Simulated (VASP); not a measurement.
Cu: single point with HSE06

The system is Cu.

```
Cu
1.0
     0.00000    1.80750    1.78943
     1.80750    0.00000    1.78943
     1.80750    1.80750    0.00000
Cu
1
Direct
  0.00000 0.00000 0.00000
```

This cell differs from its parent crystal: cell strained by -1.0% along z.

* Program: VASP 6.6.1
* Task: single point
* Functional: HSE06
* Potentials or basis: VASP PAW PBE potentials, release 64 (Cu)
* Cutoff: 660 eV
* k mesh: 12 × 12 × 12
* Occupations: methfessel-paxton of order 2, width 0.05 eV
* Spin: no spin polarisation
* Tolerance level: screening
* Purpose: stress
* Further INCAR settings: ALGO = Normal; EDIFF = 1e-06; NBANDS = 15
* Share of exact exchange: 0.25
* Grid for exact exchange (PRECFOCK): Normal
* Screening parameter: 0.2 1/Å

* Pressure: 3.2 GPa
* Band gap on the k mesh: zero (an odd number of electrons rules out a gap without spin polarisation)

Stress tensor (GPa, compression positive):
```
3.11 0.00 0.00
0.00 3.11 0.00
0.00 0.00 3.32
```

Levels at points of the mesh, in eV from the Fermi level:
```tsv
k point	band 4	band 5	band 6	band 7	band 8	band 9
(0.00, 0.00, 0.00)	-4.16	-3.39	-3.34	24.21	27.28	27.28
(0.50, 0.00, 0.00)	-2.63	-2.60	-0.74	4.85	22.60	24.05
(0.50, 0.50, 0.00)	-2.40	-2.40	2.44	8.69	14.58	14.58
(0.50, 0.00, 0.50)	-2.43	-2.39	2.20	8.40	14.83	14.84
```

Run time: 50 min on 8 MPI ranks on Intel(R) Xeon(R) 6975P-C (Granite Rapids) (shared host), peak memory 0.31 GiB a rank.

Caveat: the cell differs from its parent crystal (cell strained by -1.0% along z); the cell stands under pressure; the PAW data sets were made with another functional, which shifts forces and pressure a little.
